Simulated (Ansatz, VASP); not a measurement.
## AlN in VASP and in Ansatz

```
CELL_PARAMETERS angstrom
-1.65675 2.86957 0.00000
0.00000 0.00000 4.18746
4.97025 2.86957 0.00000
ATOMIC_POSITIONS crystal
Al 0.35435 0.75000 0.09277
Al 0.00000 0.75000 0.66667
Al 0.00000 0.25000 0.33333
Al 0.50000 0.25000 0.83333
N 0.50000 0.25000 0.16667
N 0.00000 0.25000 0.66667
N 0.00000 0.75000 0.33333
N 0.50000 0.75000 0.83333
```

Alike in both runs: task single point; functional PBE; k mesh 8 × 6 × 4; occupations gaussian, width 0.05 eV; no spin polarisation.

```csv
,VASP,Ansatz
version,VASP 6.6.1,Ansatz 0.2.0
potentials or method,"VASP PAW PBE potentials, release 64 (Al, N), cutoff 520 eV","scalar-relativistic, plane waves, PAW"
valence electrons in the cell,32,32
```

```tsv
	VASP	Ansatz	Ansatz less VASP
gap on the k mesh at the Fermi level (eV)	1.91	1.91	-0.003
least direct gap on the mesh (eV)	1.91	1.91	-0.003
pressure (GPa)	10.5	10.5	+0.04
traceless stress, the component that is largest in VASP (GPa)	19.19	19.01	-0.177
rms of the force components (eV/Å)	3.187	3.176	-0.0112
```

Atom by atom the forces differ by 0.018 eV/Å (rms over components). The functional is the same, so the differences come from potentials, cutoffs and numerics.
